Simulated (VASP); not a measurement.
A run of VASP 6.6.1 is set up as follows.

File INCAR:

```
  ALGO = Normal
  EDIFF = 1E-6
  ENCUT = 520
  GGA = PS
  ISIF = 2
  ISMEAR = -1
  LASPH = True
  LCHARG = False
  LREAL = False
  LWAVE = False
  NBANDS = 23
  NELM = 100
  PREC = Accurate
  SIGMA = 0.1
```

KPOINTS

```
k-points
0
Gamma
  7 7 4
```

POSCAR

```
HfN
1.0
    3.1339080200      0.0000000000      0.0000000000
   -1.5669540100      2.7140439600      0.0000000000
    0.0000000000      0.0000000000      5.4167677200
Hf N
2 2
Direct
    0.6666666700      0.3333333300      0.7500000000
    0.3333333300      0.6666666700      0.2500000000
    0.0000000000      0.0000000000      0.0000000000
    0.0000000000      0.0000000000      0.5000000000
```

Potentials or basis: VASP PAW PBE potentials, release 64 (Hf_pv, N).

Launch:

```console
$ cat potpaw_PBE.64/Hf_pv/POTCAR potpaw_PBE.64/N/POTCAR > POTCAR
$ mpirun -np 1 vasp_std > vasp.out
```

What does it give for the band gap on the k mesh?

Zero (band 15 reaches 9.62 eV, above the bottom of band 16 at 7.37 eV).

Estimate the pressure.

-4.3 GPa.

Stress tensor (GPa, compression positive):
```
-4.16  0.00  0.00
 0.00 -4.16  0.00
 0.00  0.00 -4.72
```

Caveat: the PAW data sets were made with another functional, which shifts forces and pressure a little; spin-orbit coupling is left out, which moves the levels of the heavy elements.
